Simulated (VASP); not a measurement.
Wanted: the native input for a VASP 6.6.1 run.

- Task: single point
- Functional: HSE06
- Potentials or basis: VASP PAW PBE potentials, release 64 (Ag, Rh_pv)
- Cutoff: 520 eV
- k mesh: 6 × 6 × 3
- Occupations: methfessel-paxton, width 0.05 eV
- Spin: no spin polarisation
- Dipole correction: no
- Grid for exact exchange (PRECFOCK): Normal
- Further INCAR settings: ALGO = Normal; EDIFF = 1e-07; NBANDS = 20
- Screening parameter: 0.2079 1/Å

The system is AgRh.

```xyz
2
Lattice="2.7776 0.0000 0.0000 -1.3888 2.4055 0.0000 0.0000 0.0000 4.8086" Properties=species:S:1:pos:R:3 pbc="T T T"
Ag    0.0000    0.0000    2.4043
Rh    1.3888    0.8018    0.0000
```

These files were run (other wordings do the same):

POSCAR

```
AgRh
1.0
    2.7775881998      0.0000000000      0.0000000000
   -1.3887940999      2.4054619423      0.0000000000
    0.0000000000      0.0000000000      4.8086020000
Ag Rh
1 1
Direct
    0.0000000000      0.0000000000      0.5000000000
    0.6666666667      0.3333333333      0.0000000000
```

INCAR.step1

```
SYSTEM = AgRh
  ALGO = Normal
  EDIFF = 1E-5
  ENCUT = 520
  GGA = PE
  ISIF = 2
  ISMEAR = 1
  LASPH = .True.
  LREAL = .False.
  LWAVE = .True.
  NBANDS = 20
  NELM = 60
  PREC = Accurate
  SIGMA = 0.05
```

INCAR.step2

```
SYSTEM = AgRh
  ALGO = Normal
  EDIFF = 1E-7
  ENCUT = 520
  GGA = PE
  HFSCREEN = 0.2079
  ISIF = 2
  ISMEAR = 1
  ISTART = 1
  LASPH = .True.
  LCHARG = .True.
  LELF = .True.
  LHFCALC = .True.
  LREAL = .False.
  LVHAR = .True.
  LWAVE = .False.
  NBANDS = 20
  NELM = 60
  PREC = Accurate
  PRECFOCK = Normal
  SIGMA = 0.05
```

KPOINTS

```
k-points
0
Gamma
  6 6 3
  0 0 0
```

Potentials or basis: VASP PAW PBE potentials, release 64 (Ag, Rh_pv).

The run is started by

```bash
$ cat potpaw_PBE.64/Ag/POTCAR potpaw_PBE.64/Rh_pv/POTCAR > POTCAR
$ cp INCAR.step1 INCAR
$ mpirun -np 1 vasp_std > vasp.out
$ cp INCAR.step2 INCAR
$ mpirun -np 1 vasp_std > vasp.out
```

It gave:

```json
{
  "Pressure": "-6.5 GPa",
  "Band gap on the k mesh": "zero (band 13 reaches 9.71 eV, above the bottom of band 14 at 8.09 eV)"
}
```

Caveat: the k points lie up to 0.44 Å⁻¹ apart; the PAW data sets were made with another functional, which shifts forces and pressure a little.

Wall time 15 min on 1 thread of Intel(R) Xeon(R) 6975P-C (Granite Rapids), with other jobs on the host, peak memory 0.27 GiB.
